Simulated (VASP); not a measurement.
Wanted: the native input for a VASP 6.6.1 run.

- Task: relaxation of cell and atoms
- Functional: PBE
- Potentials or basis: VASP PAW PBE potentials, release 64 (Dy_3, Ge_d, P), 4f in core
- Cutoff: 500 eV
- k mesh: 6 × 6 × 2
- Occupations: gaussian, width 0.1 eV
- Spin: no spin polarisation
- Dipole correction: no
- Mended: yes
- Further INCAR settings: ALGO = Normal; EDIFF = 1e-07; IBRION = 2; EDIFFG = -0.04; NSW = 90; ISIF = 3

The structure of DyGe3P lies in POSCAR:

```
DyGe3P
1.0
    3.7356001879      0.0000000000      0.0000000000
    0.0000000000      3.7356001879      0.0000000000
    0.0000000000      0.0000000000      7.6929370303
Dy Ge P
1 3 1
Direct
    0.0000000000      0.0000000000      0.0000000000
    0.5000000000      0.5000000000      0.8082043686
    0.5000000000      0.5000000000      0.1917956314
    0.0000000000      0.0000000000      0.5000000000
    0.5000000000      0.5000000000      0.5000000000
```

The cell was built from a structure type or drawn by symmetry, and may not be a known phase.

One way to write it, as run:

INCAR

```
  PREC = Accurate
  ENCUT = 500
  EDIFF = 1E-7
  ISMEAR = 0
  SIGMA = 0.1
  LREAL = False
  LASPH = True
  NELM = 200
  ALGO = Normal
  ISIF = 3
  LWAVE = False
  LCHARG = False
  GGA = PE
  IBRION = 2
  NSW = 90
  EDIFFG = -0.04
  GGA_COMPAT = False
  NELMIN = 4
  LMAXMIX = 6
```

KPOINTS

```
regular mesh
0
Gamma
  6 6 2
```

Potentials or basis: VASP PAW PBE potentials, release 64 (Dy_3, Ge_d, P), 4f in core.

Run with:

```bash
$ cat potpaw_PBE.64/Dy_3/POTCAR potpaw_PBE.64/Ge_d/POTCAR potpaw_PBE.64/P/POTCAR > POTCAR
$ mpirun -np 1 vasp_std > vasp.out
```

Results of the run:

- Relaxed volume: 21.27 Å³/atom
- Relaxed cell: a = 3.637 Å, b = 3.637 Å, c = 8.038 Å, α = 90.00°, β = 90.00°, γ = 90.00°
- Space group after relaxing (to 0.1 Å): P4/mmm (No. 123)
- Energy gained by relaxing: 18.6 meV/atom
- Ionic steps: 7
- Pressure after relaxing: 0.1 GPa
- Largest force after relaxing: 0.010 eV/Å
- Band gap on the k mesh: zero (bands 28 and 29 overlap by 3.07 eV)

Caveat: the k points lie up to 0.39 Å⁻¹ apart in the final cell, too coarse for converged energies and pressures of a metal; spin-orbit coupling is left out, which moves the levels of the heavy elements; the 4f electrons are frozen in the core, so they carry no moment and show no levels.

It took 2.6 min on 1 thread of Intel(R) Xeon(R) 6975P-C (Granite Rapids), with other jobs on the host, peak memory 0.25 GiB.
